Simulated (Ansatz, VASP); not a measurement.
## Two plane-wave programs on Al2Cu

```
Al Cu
1.0
     4.23090    0.00000    0.00000
     0.00000    4.23090    0.00000
     0.00000    0.00000    2.97190
Al Cu
2 1
Direct
  0.50000 0.00000 0.50000
  0.00000 0.50000 0.50000
  0.00000 0.00000 0.00000
```

Alike in both runs: task single point; functional LDA; k mesh 10 × 10 × 14; occupations gaussian, width 0.15 eV; no spin polarisation.

```csv
,VASP,Ansatz
version,VASP 6.6.1,Ansatz 0.2.0
potentials or method,"VASP PAW LDA potentials, release 64 (Al, Cu), cutoff 520 eV","scalar-relativistic, plane waves, PAW"
valence electrons in the cell,17,25
```

VASP gave:

```
gap on the k mesh at the Fermi level (eV)                     : none
pressure (GPa)                                                : -10.1
traceless stress, the component that is largest in VASP (GPa) : -0.57
```

Question: What did Ansatz give for the same quantities?

Answer: gap on the k mesh at the Fermi level (eV): none; pressure (GPa): -10.7; traceless stress, the component that is largest in VASP (GPa): -0.54.

Ansatz warns that its potentials were made for another functional, while VASP's fit it. LDA's correlation is that of Perdew and Zunger in VASP and of Perdew and Wang (1992) in Ansatz. A gap of «none» marks a metal or a gap that the smearing closes. VASP's potentials hold 17 valence electrons a cell and Ansatz's 25, so a difference there can come from the potentials and not from the codes.
